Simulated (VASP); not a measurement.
# HC18F in VASP: single point with PBE+D3(BJ)

Aim: the single point of HC18F with PBE+D3(BJ).

All numbers are computed with VASP 6.6.1; they aren't measurements. Logs are shortened: lines on timing, memory, paths and dates and some standing lists are left out, and cuts for length are marked.

## 1. The cell of the first run

The cell holds a slab with vacuum, 20 atoms: a = 7.398 Å, b = 7.398 Å, c = 13.000 Å, α = 90.00°, β = 90.00°, γ = 120.00°.

## 2. Single point, PBE+D3(BJ)

Input file INCAR:

```
SYSTEM = HC18F
ALGO     = Normal         ! electronic algorithm
EDIFF    = 1E-7           ! SCF threshold, eV
ENCUT    = 520            ! plane-wave cutoff, eV
GGA      = PE             ! functional
ISIF     = 2              ! what is computed and relaxed
ISMEAR   = 0              ! smearing method
IVDW     = 12             ! dispersion correction
LASPH    = .TRUE.         ! aspherical terms in the spheres
LCHARG   = .TRUE.         ! write CHGCAR
LELF     = .TRUE.         ! ELF
LREAL    = Auto         
LVHAR    = .TRUE.       
LWAVE    = .FALSE.        ! write WAVECAR
NBANDS   = 56             ! bands
NELM     = 60             ! most SCF steps
PREC     = Accurate       ! precision mode
SIGMA    = 0.02           ! smearing width, eV
```

Input file KPOINTS:

```
k-points
0
G
  2 2 1
  0 0 0
```

Input file POSCAR:

```
HC18F
1.0
    7.3980000000      0.0000000000      0.0000000000
   -3.6990000000      6.4068560000      0.0000000000
    0.0000000000      0.0000000000     13.0000000000
C F H
18 1 1
Direct
    0.0072459788      0.0024126580      0.0717773214
    0.2306127564      0.1127291203      0.0716755032
    0.0073110897      0.3357613489      0.0717740978
    0.2306744802      0.4461813790      0.0717656900
    0.0073039031      0.6691806532      0.0716527813
    0.2306959059      0.7794181758      0.0717291689
    0.3404944966      0.0023516366      0.0716712419
    0.5638531896      0.1123936308      0.0717770015
    0.3402752021      0.3356998724      0.0717429910
    0.5638389960      0.4462820859      0.0718813584
    0.3405525587      0.6690942410      0.0717992683
    0.5639248878      0.7794272987      0.0717805463
    0.6739076672      0.0023674242      0.0718025271
    0.8973778808      0.1127486931      0.0718379040
    0.6739802075      0.3356762708      0.0720444258
    0.8977185368      0.4462580809      0.0717338096
    0.6739861754      0.6693889596      0.0717531991
    0.8973841909      0.7795061919      0.0716835943
    0.6431167034      0.3715158531      0.3124877655
    0.6427398930      0.3683847259      0.2402456045
```

Potentials or basis: VASP PAW PBE potentials, release 64 (C, F, H).

Command:

```sh
$ cat potpaw_PBE.64/C/POTCAR potpaw_PBE.64/F/POTCAR potpaw_PBE.64/H/POTCAR > POTCAR
$ mpirun -np 1 vasp_std > vasp.out
```

OUTCAR:

```text
SYSTEM = HC18F
   EDIFF = 1E-7
   ENCUT = 520
   GGA = PE
   ISIF = 2
   ISMEAR = 0
   IVDW = 12
   LASPH = .TRUE.
   LREAL = Auto
   NELM = 60
   PREC = Accurate
 IVDW          = 12

 ion  position               nearest neighbor table
   1  0.007  0.002  0.072-  14 1.41  18 1.43   2 1.43
   2  0.231  0.113  0.072-   7 1.41   9 1.43   1 1.43
   3  0.007  0.336  0.072-  16 1.41  14 1.43   4 1.43
   4  0.231  0.446  0.072-   9 1.41  11 1.43   3 1.43
   5  0.007  0.669  0.072-  18 1.41  16 1.43   6 1.43
   6  0.231  0.779  0.072-  11 1.41   7 1.43   5 1.43
[... 10 lines left out ...]
  17  0.674  0.669  0.072-  12 1.41  10 1.43  18 1.43
  18  0.897  0.780  0.072-   5 1.41   1 1.43  17 1.43
  19  0.643  0.372  0.312-  20 0.94
  20  0.643  0.368  0.240-  19 0.94

  LATTYP: Found a hexagonal cell.
 ALAT       =     7.3980000000
 C/A-ratio  =     1.7572316842

  Lattice vectors:

 A1 = (   7.3980000000,   0.0000000000,   0.0000000000)
 A2 = (  -3.6990000000,   6.4068560000,   0.0000000000)
 A3 = (   0.0000000000,   0.0000000000,  13.0000000000)

Analysis of symmetry for initial positions (statically):
=====================================================================
 Subroutine PRICEL returns:
 Original cell was already a primitive cell.

 Routine SETGRP: Setting up the symmetry group for a
 hexagonal supercell.

 Subroutine GETGRP returns: Found  1 space group operations
 (whereof  1 operations were pure point group operations)
 out of a pool of 24 trial point group operations.

The static configuration has the point symmetry C_1 .

Analysis of symmetry for dynamics (positions and initial velocities):
=====================================================================
 Subroutine PRICEL returns:
 Original cell was already a primitive cell.

 Routine SETGRP: Setting up the symmetry group for a
 hexagonal supercell.

 Subroutine GETGRP returns: Found  1 space group operations
 (whereof  1 operations were pure point group operations)
 out of a pool of 24 trial point group operations.

The dynamic configuration has the point symmetry C_1 .

 Subroutine INISYM returns: Found  1 space group operations
 (whereof  1 operations are pure point group operations),
 and found     1 'primitive' translations

----------------------------------------------------------------------------------------

                                     Primitive cell

  volume of cell :     616.1730

  direct lattice vectors                    reciprocal lattice vectors
     7.398000000  0.000000000  0.000000000     0.135171668  0.078041398  0.000000000
    -3.699000000  6.406856000  0.000000000     0.000000000  0.156082796  0.000000000
     0.000000000  0.000000000 13.000000000     0.000000000  0.000000000  0.076923077

  length of vectors
     7.398000000  7.398000054 13.000000000     0.156082797  0.156082796  0.076923077

  position of ions in fractional coordinates (direct lattice)
     0.007245979  0.002412658  0.071777321
     0.230612756  0.112729120  0.071675503
     0.007311090  0.335761349  0.071774098
     0.230674480  0.446181379  0.071765690
     0.007303903  0.669180653  0.071652781
     0.230695906  0.779418176  0.071729169
[... 12 lines left out ...]
     0.643116703  0.371515853  0.312487766
     0.642739893  0.368384726  0.240245604

  ion indices of the primitive-cell ions
   primitive index   ion index
                 1           1
                 2           2
                 3           3
                 4           4
                 5           5
                 6           6
[... 12 lines left out ...]
                19          19
                20          20

----------------------------------------------------------------------------------------

 KPOINTS: k-points

Automatic generation of k-mesh.
 Grid dimensions read from file:
 generate k-points for:    2    2    1

 Generating k-lattice:

  Cartesian coordinates                     Fractional coordinates (reciprocal lattice)
     0.067585834  0.039020699  0.000000000     0.500000000 -0.000000000  0.000000000
     0.000000000  0.078041398  0.000000000     0.000000000  0.500000000  0.000000000
     0.000000000  0.000000000  0.076923077     0.000000000  0.000000000  1.000000000

  Length of vectors
     0.078041399  0.078041398  0.076923077

  Shift w.r.t. Gamma in fractional coordinates (k-lattice)
     0.000000000  0.000000000  0.000000000

 Subroutine IBZKPT returns following result:
 ===========================================

 Found      4 irreducible k-points:

 Following reciprocal coordinates:
            Coordinates               Weight
  0.000000  0.000000  0.000000      1.000000
  0.500000  0.000000  0.000000      1.000000
  0.000000  0.500000  0.000000      1.000000
  0.500000  0.500000  0.000000      1.000000
   k-points           NKPTS =      4   k-points in BZ     NKDIM =      4   number of bands    NBANDS=     56
   number of dos      NEDOS =    301   number of ions     NIONS =     20
   total plane-waves  NPLWV = 307328
   dimension x,y,z NGX =    56 NGY =   56 NGZ =   98
   dimension x,y,z NGXF=   112 NGYF=  112 NGZF=  196
   ions per type =              18   1   1
   NGX,Y,Z   is equivalent  to a cutoff of  12.58, 12.58, 12.53 a.u.
   NGXF,Y,Z  is equivalent  to a cutoff of  25.17, 25.17, 25.06 a.u.
 SYSTEM =  HC18F
   PREC   = accura    normal or accurate (medium, high low for compatibility)
   ISTART =      0    job   : 0-new  1-cont  2-samecut
   ICHARG =      2    charge: 1-file 2-atom 10-const
   ISPIN  =      1    spin polarized calculation?
   LNONCOLLINEAR =      F non collinear calculations
   LSORBIT =      F    spin-orbit coupling
   LASPH  =      T    aspherical Exc in radial PAW
   ENCUT  =  520.0 eV  38.22 Ry    6.18 a.u.  13.76 13.76 24.17*2*pi/ulx,y,z
   NELM   =     60;   NELMIN=  2; NELMDL= -5     # of ELM steps
   EDIFF  = 0.1E-06   stopping-criterion for ELM
   LREAL  =      T    real-space projection
   EDIFFG = 0.1E-05   stopping-criterion for IOM
   NSW    =      0    number of steps for IOM
   IBRION =     -1    ionic relax: 0-MD 1-quasi-New 2-CG
   NFREE  =      0    steps in history (QN), initial steepest desc. (CG)
   ISIF   =      2    stress and relaxation
   ISYM   =      2    0-nonsym 1-usesym 2-fastsym
   POTIM  = 0.5000    time-step for ionic-motion
   TEBEG  =    0.0;   TEEND  =   0.0 temperature during run
   PSTRESS=    0.0 pullay stress
   NELECT =      80.0000    total number of electrons
   NUPDOWN=      -1.0000    fix difference up-down
   EMIN   =  10.00;   EMAX   =-10.00  energy-range for DOS
   EFERMI =   0.00;   METHOD = LEGACY
   ISMEAR =     0;   SIGMA  =   0.02  broadening in eV -4-tet -1-fermi 0-gaus
   EFERMI_NEDOS =   21; number of points for ismear=-14 and -15
   IALGO  =     38    algorithm
   IMIX   =      4    mixing-type and parameters
     AMIX     =   0.40;   BMIX     =  1.00
     AMIX_MAG =   1.60;   BMIX_MAG =  1.00
  volume/ion in A,a.u.               =      30.81       207.91
  Fermi-wavevector in a.u.,A,eV,Ry     =   0.828967  1.566521  9.349739  0.687186
  Thomas-Fermi vector in A             =   1.941434
   LORBIT       =      0    0 simple, 1 ext, 2 COOP (PROOUT), +10 PAW based schemes
   GGA     = PE    functional components
   LHFCALC =     F    Hartree Fock is set to
   AEXX    =    0.0000 exact exchange contribution
   IVDW    =    12    specifies the selected vdW correction
   LEPSILON=     F    determine dielectric tensor
   LRPA    =     F    only Hartree local field effects (RPA)
 non-spin polarized calculation
 Gauss-broadening in eV      SIGMA  =   0.02
  energy-cutoff  :      520.00
  volume of cell :      616.17
 maximum number of plane-waves:     16651
 NGX is ok and might be reduce to    56
   NGX = 27   NGY = 27   NGZ = 49

 number of electron      80.0000000 magnetization

 Free energy of the ion-electron system (eV)
  ---------------------------------------------------
  ext. energy  EPLUGINS =         0.00000000
  ---------------------------------------------------
  free energy    TOTEN  =      -173.55001639 eV

  energy without entropy =     -173.55001616  energy(sigma->0) =     -173.55001627

 E-fermi :  -2.2804     XC(G=0):  -3.6509

 val. band max:       -2.3438891187   @ k =   0.0000   0.0000   0.0000
 cond. band min:      -2.2168573366   @ k =   0.0000   0.0000   0.0000
 fundamental gap:      0.1270317822
 Fermi energy:        -2.2803732264

 k-point     1 :       0.0000    0.0000    0.0000
  band No.  band energies     occupation
      1     -27.1670      2.00000
      2     -21.8057      2.00000
      3     -19.2702      2.00000
      4     -19.2339      2.00000
      5     -19.2204      2.00000
      6     -19.2065      2.00000
[... 44 lines left out ...]
     51       3.1709      0.00000
     52       4.0706      0.00000

 k-point     2 :       0.5000    0.0000    0.0000
  band No.  band energies     occupation
      1     -27.1669      2.00000
      2     -21.1691      2.00000
      3     -21.1325      2.00000
      4     -19.8662      2.00000
      5     -19.8546      2.00000
      6     -17.3913      2.00000
[... 44 lines left out ...]
     51       3.8981      0.00000
     52       4.0259      0.00000

 k-point     3 :       0.0000    0.5000    0.0000
  band No.  band energies     occupation
      1     -27.1669      2.00000
      2     -21.1690      2.00000
      3     -21.1331      2.00000
      4     -19.8641      2.00000
      5     -19.8554      2.00000
      6     -17.3898      2.00000
[... 44 lines left out ...]
     51       3.8979      0.00000
     52       4.0271      0.00000

 k-point     4 :       0.5000    0.5000    0.0000
  band No.  band energies     occupation
      1     -27.1669      2.00000
      2     -21.1684      2.00000
      3     -21.1368      2.00000
      4     -19.8619      2.00000
      5     -19.8495      2.00000
      6     -17.3914      2.00000
[... 44 lines left out ...]
     51       3.8979      0.00000
     52       4.0298      0.00000
 [bands above 52 left out]

------------------------ aborting loop because EDIFF is reached ----------------------------------------

 Edisp (eV)   -1.69421

 E8    (eV) :    -0.5215

  FORCE on cell =-STRESS in cart. coord.  units (eV):
  Direction    XX          YY          ZZ          XY          YZ          ZX
  --------------------------------------------------------------------------------------
  -------------------------------------------------------------------------------------
  Total      -0.74058     2.88191     0.03864     4.31834     0.00481     0.00039
  in kB      -1.92566     7.49357     0.10047    11.22859     0.01251     0.00101
  external pressure =        1.89 kB  Pullay stress =        0.00 kB

 VOLUME and BASIS-vectors are now :
 -----------------------------------------------------------------------------
  energy-cutoff  :      520.00
  volume of cell :      616.17
      direct lattice vectors                 reciprocal lattice vectors
     7.398000000  0.000000000  0.000000000     0.135171668  0.078041398  0.000000000
    -3.699000000  6.406856000  0.000000000     0.000000000  0.156082796  0.000000000
     0.000000000  0.000000000 13.000000000     0.000000000  0.000000000  0.076923077

 POSITION                                       TOTAL-FORCE (eV/Angst)
 -----------------------------------------------------------------------------------
      0.04468      0.01546      0.93311        -0.000966      0.000757      0.001813
      1.28909      0.72224      0.93178        -0.002948     -0.009921      0.000013
     -1.18789      2.15117      0.93306         0.003153     -0.004258      0.001956
      0.05610      2.85862      0.93295         0.009479      0.000262      0.000076
     -2.42126      4.28734      0.93149        -0.006394      0.002778     -0.001468
     -1.17638      4.99362      0.93248        -0.007965     -0.002629     -0.000684
[... 12 lines left out ...]
      3.38354      2.38025      4.06234        -0.005923      0.008584      0.281243
      3.39233      2.36019      3.12319         0.001787     -0.005048     -0.285247
 -----------------------------------------------------------------------------------
    total drift:                                0.026988     -0.019126      0.009466

  FREE ENERGIE OF THE ION-ELECTRON SYSTEM (eV)
  ---------------------------------------------------
  free  energy   TOTEN  =      -175.2442232069 eV

  energy  without entropy=     -175.2442229717  energy(sigma->0) =     -175.24422309
```

It took 9.5 min on 1 thread of AMD EPYC 7R43 (Zen 3), shared host; peak memory 0.58 GiB.

Results:

- Free energy: -175.2442 eV
- Largest force: 0.285 eV/Å
- Band gap on the k mesh: 0.13 eV, direct
- Dispersion energy per atom: -0.085 eV

Forces on the atoms (eV/Å):
```
C   -0.001  0.001  0.002
C   -0.003 -0.010  0.000
C    0.003 -0.004  0.002
C    0.009  0.000  0.000
C   -0.006  0.003 -0.001
C   -0.008 -0.003 -0.001
C   -0.002  0.003 -0.001
C   -0.002 -0.001 -0.004
C    0.008  0.002 -0.001
C   -0.001  0.001  0.005
C    0.005  0.000  0.000
C    0.004 -0.003  0.001
C    0.002  0.003  0.002
C    0.000 -0.004  0.000
C   -0.007  0.003  0.006
C    0.000  0.002 -0.001
C    0.001  0.006 -0.004
C    0.000 -0.001 -0.002
F   -0.006  0.009  0.281
H    0.002 -0.005 -0.285
```

Caveat: the k points lie up to 0.49 Å⁻¹ apart.
